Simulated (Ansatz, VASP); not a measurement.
**H6C2O: VASP beside Ansatz**

```
CELL_PARAMETERS angstrom
7.29363 0.00000 0.00000
0.00000 7.29363 0.00000
0.00000 0.00000 7.29363
ATOMIC_POSITIONS crystal
C 0.48357 0.02247 0.89612
C 0.60243 0.15264 0.00573
C 0.81994 0.68190 0.34730
C 0.65301 0.77062 0.43227
C 0.25469 0.22554 0.41394
C 0.14612 0.29984 0.25362
C 0.33789 0.53223 0.83894
C 0.15748 0.63139 0.81124
O 0.75397 0.04989 0.07576
O 0.51237 0.63442 0.43871
O 0.16886 0.49371 0.25089
O 0.01638 0.49664 0.78744
H 0.83016 0.13297 0.14666
H 0.65076 0.26635 0.91873
H 0.52288 0.21303 0.11903
H 0.36499 0.09370 0.83763
H 0.56321 0.96246 0.78375
H 0.43421 0.91134 0.98436
H 0.40011 0.69166 0.48229
H 0.68585 0.82104 0.57121
H 0.61034 0.88910 0.34892
H 0.93393 0.77913 0.33837
H 0.86431 0.56364 0.42880
H 0.78700 0.63446 0.20850
H 0.10125 0.54074 0.14645
H 0.19319 0.23831 0.12353
H 0.99947 0.26523 0.26880
H 0.24234 0.07584 0.42165
H 0.39984 0.26208 0.39942
H 0.20327 0.28549 0.54164
H 0.90176 0.56053 0.76560
H 0.12598 0.72066 0.92983
H 0.16499 0.72293 0.69096
H 0.44889 0.62960 0.86443
H 0.32950 0.44125 0.95757
H 0.37210 0.45064 0.71786
```

Alike in both runs: functional PBE; k mesh 1 × 1 × 1; occupations fermi-dirac, width 0.02 eV; no spin polarisation.

Ansatz relaxed the structure, and its values are those at the end. VASP's run is a single point on that final structure, the one shown.

```csv
,VASP,Ansatz
version,VASP 6.6.1,Ansatz 0.2.0
potentials or method,"VASP PAW PBE potentials, release 64 (C_h, O_h, H_h), cutoff 1000 eV","scalar-relativistic, plane waves, PAW"
valence electrons in the cell,80,80
```

|  | VASP | Ansatz | Ansatz less VASP |
| --- | --- | --- | --- |
| gap on the k mesh at the Fermi level (eV) | 4.52 | 4.52 | -0.003 |
| rms of the force components (eV/Å) | 0.066 | 0.065 | -0.0017 |

Ansatz's warnings: xc potential rough in thin density.
